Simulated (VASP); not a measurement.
# Cu3N (Pm-3m) in VASP: electric field gradients with PBE

Aim: the electric field gradients of Cu3N with PBE.

Program: VASP 6.6.1. These are calculated values, not measurements. Logs are shortened: lines on timing, memory, paths and dates and some standing lists are left out, and cuts for length are marked.

### Step 1. The cell of the first run

Symmetry: Pm-3m, No. 221, cubic system. The conventional cell has a = 3.814 Å, b = 3.814 Å, c = 3.814 Å, α = 90.00°, β = 90.00°, γ = 90.00°. Cu (site symmetry 4/mmm) has 2 N at 1.91 Å within 2.5 Å. Within 2.5 Å of N (site symmetry m-3m) lie 6 Cu at 1.91 Å.

### Step 2. Electric field gradients, PBE

Contents of INCAR:

```
PREC = Accurate ; ENCUT = 520
EDIFF = 1E-8 ; ISMEAR = -4
SIGMA = 0.1 ; LREAL = F
LASPH = T ; NELM = 120
ALGO = Normal ; ISIF = 2
LWAVE = F ; LCHARG = F
GGA = PE ; LEFG = T
NBANDS = 27 ; GGA_COMPAT = F
```

Contents of KPOINTS:

```
Automatic mesh
0
Gamma
  10 10 10
```

Contents of POSCAR:

```
Cu3N
1.0
    3.8140000000      0.0000000000      0.0000000000
    0.0000000000      3.8140000000      0.0000000000
    0.0000000000      0.0000000000      3.8140000000
Cu N
3 1
Direct
    0.5000000000      0.0000000000      0.0000000000
    0.0000000000      0.5000000000      0.0000000000
    0.0000000000      0.0000000000      0.5000000000
    0.0000000000      0.0000000000      0.0000000000
```

Potentials or basis: VASP PAW PBE potentials, release 64 (Cu, N).

Started as:

```
$ cat potpaw_PBE.64/Cu/POTCAR potpaw_PBE.64/N/POTCAR > POTCAR
$ mpirun -np 1 vasp_std > vasp.out
```

OUTCAR:

```text
PREC = Accurate
   ENCUT = 520
   EDIFF = 1E-8
   ISMEAR = -4
   LREAL = F
   LASPH = T
   NELM = 120
   ISIF = 2
   GGA = PE

 ion  position               nearest neighbor table
   1  0.500  0.000  0.000-   4 1.91   4 1.91   2 2.70   3 2.70   2 2.70   2 2.70   3 2.70   3 2.70
                             3 2.70   2 2.70
   2  0.000  0.500  0.000-   4 1.91   4 1.91   1 2.70   3 2.70   1 2.70   3 2.70   3 2.70   3 2.70
                             1 2.70   1 2.70
   3  0.000  0.000  0.500-   4 1.91   4 1.91   1 2.70   1 2.70   2 2.70   2 2.70   2 2.70   2 2.70
                             1 2.70   1 2.70
   4  0.000  0.000  0.000-   1 1.91   2 1.91   3 1.91   3 1.91   2 1.91   1 1.91

  LATTYP: Found a simple cubic cell.
 ALAT       =     3.8140000000

  Lattice vectors:

 A1 = (   3.8140000000,   0.0000000000,   0.0000000000)
 A2 = (   0.0000000000,   3.8140000000,   0.0000000000)
 A3 = (   0.0000000000,   0.0000000000,   3.8140000000)

Analysis of symmetry for initial positions (statically):
=====================================================================
 Subroutine PRICEL returns:
 Original cell was already a primitive cell.

 Routine SETGRP: Setting up the symmetry group for a
 simple cubic supercell.

 Subroutine GETGRP returns: Found 48 space group operations
 (whereof 48 operations were pure point group operations)
 out of a pool of 48 trial point group operations.

The static configuration has the point symmetry O_h .

Analysis of symmetry for dynamics (positions and initial velocities):
=====================================================================
 Subroutine PRICEL returns:
 Original cell was already a primitive cell.

 Routine SETGRP: Setting up the symmetry group for a
 simple cubic supercell.

 Subroutine GETGRP returns: Found 48 space group operations
 (whereof 48 operations were pure point group operations)
 out of a pool of 48 trial point group operations.

The dynamic configuration has the point symmetry O_h .

 Subroutine INISYM returns: Found 48 space group operations
 (whereof 48 operations are pure point group operations),
 and found     1 'primitive' translations

[... 140 lines left out ...]
 Free energy of the ion-electron system (eV)
  ---------------------------------------------------
  ext. energy  EPLUGINS =         0.00000000
  ---------------------------------------------------
  free energy    TOTEN  =       -18.38513523 eV

  energy without entropy =      -18.38513523  energy(sigma->0) =      -18.38513523

 E-fermi :   4.9619     XC(G=0): -10.7906

 val. band max:        4.9154810699   @ k =   0.5000   0.5000   0.5000
 cond. band min:       5.1273343893   @ k =   0.5000   0.5000   0.0000
 fundamental gap:      0.2118533195
 Fermi energy:         4.9619076415

 k-point     1 :       0.0000    0.0000    0.0000
  band No.  band energies     occupation
      1     -11.9030      2.00000
      2      -0.3176      2.00000
      3       0.1566      2.00000
      4       0.1566      2.00000
      5       0.1566      2.00000
      6       1.0638      2.00000
[... 709 lines left out ...]
     26      14.1402      0.00000
     27      15.1948      0.00000

 [... further k-points ...]
[... 5 lines left out ...]
  --------------------------------------------------------------------------------------
  -------------------------------------------------------------------------------------
  Total        0.6274894      0.6274894      0.6274894      0.0000000     -0.0000000      0.0000000
  in kB       18.1206962     18.1206962     18.1206962      0.0000000     -0.0000000      0.0000000
  external PRESSURE =      18.1206962 kB  Pullay stress =       0.0000000 kB

 VOLUME and BASIS-vectors are now :
 -----------------------------------------------------------------------------
  energy-cutoff  :      520.00
  volume of cell :       55.48
      direct lattice vectors                 reciprocal lattice vectors
     3.814000000  0.000000000  0.000000000     0.262191924  0.000000000  0.000000000
     0.000000000  3.814000000  0.000000000     0.000000000  0.262191924  0.000000000
     0.000000000  0.000000000  3.814000000     0.000000000  0.000000000  0.262191924

 POSITION                                       TOTAL-FORCE (eV/Angst)
 -----------------------------------------------------------------------------------
      1.90700      0.00000      0.00000         0.000000      0.000000      0.000000
      0.00000      1.90700      0.00000         0.000000      0.000000      0.000000
      0.00000      0.00000      1.90700         0.000000      0.000000      0.000000
      0.00000      0.00000      0.00000         0.000000      0.000000      0.000000
 -----------------------------------------------------------------------------------
    total drift:                                0.000000      0.000000     -0.000000

  FREE ENERGIE OF THE ION-ELECTRON SYSTEM (eV)
  ---------------------------------------------------
  free  energy   TOTEN  =       -18.3851352266 eV

  energy  without entropy=      -18.3851352266  energy(sigma->0) =      -18.38513523

 Electric field gradients (V/A^2)
---------------------------------------------------------------------
 ion       V_xx      V_yy      V_zz      V_xy      V_xz      V_yz
---------------------------------------------------------------------
   1     -59.104    29.552    29.552     0.000    -0.000     0.000
   2      29.552   -59.104    29.552    -0.000    -0.000     0.000
   3      29.552    29.552   -59.104    -0.000    -0.000    -0.000
   4       0.000     0.000     0.000     0.000     0.000     0.000
---------------------------------------------------------------------

 Electric field gradients after diagonalization (V/A^2)
 (convention: |V_zz| > |V_xx| > |V_yy|)
----------------------------------------------------------------------
 ion       V_xx      V_yy      V_zz     asymmetry (V_yy - V_xx)/ V_zz
----------------------------------------------------------------------
   1      29.552    29.552   -59.104       0.000
   2      29.552    29.552   -59.104       0.000
   3      29.552    29.552   -59.104       0.000
   4       0.000     0.000     0.000      -0.132
----------------------------------------------------------------------

           NMR quadrupolar parameters

 Cq : quadrupolar parameter    Cq=e*Q*V_zz/h
 eta: asymmetry parameters     (V_yy - V_xx)/ V_zz
 Q  : nuclear electric quadrupole moment in mb (millibarn)
----------------------------------------------------------------------
 ion       Cq(MHz)       eta       Q (mb)
----------------------------------------------------------------------
   1      -0.143       0.000       1.000
   2      -0.143       0.000       1.000
   3      -0.143       0.000       1.000
   4       0.000      -0.132       1.000
----------------------------------------------------------------------
```

stdout:

```text
POSCAR found type information on POSCAR CuN
 POSCAR found :  2 types and       4 ions
 scaLAPACK will be used
 LDA part: xc-table for (Slater+PW92), standard interpolation
 POSCAR, INCAR and KPOINTS ok, starting setup
 FFT: planning ... GRIDC
 FFT: planning ... GRID_SOFT
 FFT: planning ... GRID
 WAVECAR not read
 entering main loop
ion   1

ion   2

ion   3

ion   4
```

Wall time 2.5 min (1 thread of AMD EPYC 7R43 (Zen 3), shared host); peak memory 0.17 GiB.

Results:

| Quantity | Value |
| --- | --- |
| Free energy | -18.3851 eV |
| Pressure | 1.8 GPa |
| Band gap on the k mesh | 0.21 eV, indirect (least direct gap 0.75 eV) |

Electric field gradients, principal values (V/Å²):
```
atom   least  middle  greatest (by size)
1 Cu  29.552  29.552             -59.104
2 Cu  29.552  29.552             -59.104
3 Cu  29.552  29.552             -59.104
 4 N   0.000   0.000               0.000
```

Caveat: without QUAD_EFG the Cq values of the log hold for a quadrupole moment of 1 mb, not for the nuclei.
